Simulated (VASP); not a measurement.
Input of a VASP 6.6.1 run:

The input INCAR:

```
PREC = Accurate
ENCUT = 520
EDIFF = 1E-6
ISMEAR = -1
SIGMA = 0.1
LREAL = False
LASPH = True
NELM = 100
ALGO = Normal
ISIF = 2
LWAVE = False
LCHARG = True
GGA = B5
ALDAX = 1.0
AGGAX = 1.0
AGGAC = 1.0
ALDAC = 0.0
LELF = True
LVHAR = True
NBANDS = 9
```

File KPOINTS:

```
Automatic mesh
0
Gamma
  12 12 12
```

File POSCAR:

```
Be
1.0
    0.0000000000      2.5814297752      2.5814297752
    2.5814297752      0.0000000000      2.5814297752
    2.5814297752      2.5814297752      0.0000000000
Be
2
Direct
    0.1250000000      0.1250000000      0.1250000000
    0.8750000000      0.8750000000      0.8750000000
```

Potentials or basis: VASP PAW PBE potentials, release 64 (Be).

Launch:

```bash
$ cat potpaw_PBE.64/Be/POTCAR > POTCAR
$ mpirun -np 1 vasp_std > vasp.out
```

Estimate the band gap on the k mesh.

zero (band 2 reaches 5.49 eV, above the bottom of band 3 at 0.46 eV).

Estimate the pressure.

-3.6 GPa.

Caveat: the PAW data sets were made with another functional, which shifts forces and pressure a little.
